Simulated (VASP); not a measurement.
Set up this calculation in VASP 6.6.1, as the native input.

```yaml
Task: single point
Functional: LDA
Potentials_or_basis: VASP PAW LDA potentials, release 64 (Al, N)
Cutoff: 520 eV
k_mesh: 10 × 10 × 10
Occupations: gaussian, width 0.05 eV
Spin: no spin polarisation
Dipole_correction: no
Further_INCAR_settings: ALGO = Normal; EDIFF = 1e-07; NBANDS = 11
```

The structure of AlN lies in POSCAR:

```
AlN
1.0
    0.0000000000      2.0853809500      2.0853809500
    2.0853809500      0.0000000000      2.0853809500
    2.0853809500      2.0853809500      0.0000000000
Al N
1 1
Direct
    0.5000000000      0.5000000000      0.5000000000
    0.0000000000      0.0000000000      0.0000000000
```

This cell differs from its parent crystal: strain +0.025 along x and y, +0.025 along z.

These files were run (other wordings do the same):

INCAR

```
SYSTEM = AlN
PREC     = Accurate       ! precision mode
ENCUT    = 520            ! plane-wave cutoff, eV
EDIFF    = 1E-7           ! SCF threshold, eV
ISMEAR   = 0              ! smearing method
SIGMA    = 0.05           ! smearing width, eV
LREAL    = .FALSE.        ! projectors in reciprocal space
LASPH    = .TRUE.         ! aspherical terms in the spheres
NELM     = 100            ! most SCF steps
ALGO     = Normal         ! electronic algorithm
ISIF     = 2              ! what is computed and relaxed
LWAVE    = .FALSE.        ! write WAVECAR
LCHARG   = .TRUE.         ! write CHGCAR
LELF     = .TRUE.         ! ELF
LVHAR    = .TRUE.       
NBANDS   = 11             ! bands
```

KPOINTS

```
Automatic mesh
0
G
  10 10 10
  0 0 0
```

Potentials or basis: VASP PAW LDA potentials, release 64 (Al, N).

Command:

```bash
$ cat potpaw_LDA.64/Al/POTCAR potpaw_LDA.64/N/POTCAR > POTCAR
$ mpirun -np 1 vasp_std > vasp.out
```

Results of the run:

```yaml
Pressure: -25.3 GPa
Band_gap_on_the_k_mesh: 3.61 eV, indirect (least direct gap 4.49 eV)
```

Caveat: the cell differs from its parent crystal (strain +0.025 along x and y, +0.025 along z).

Wall time 6.1 s on 1 thread of Intel Xeon 8259CL, with other jobs on the host, peak memory 0.13 GiB.
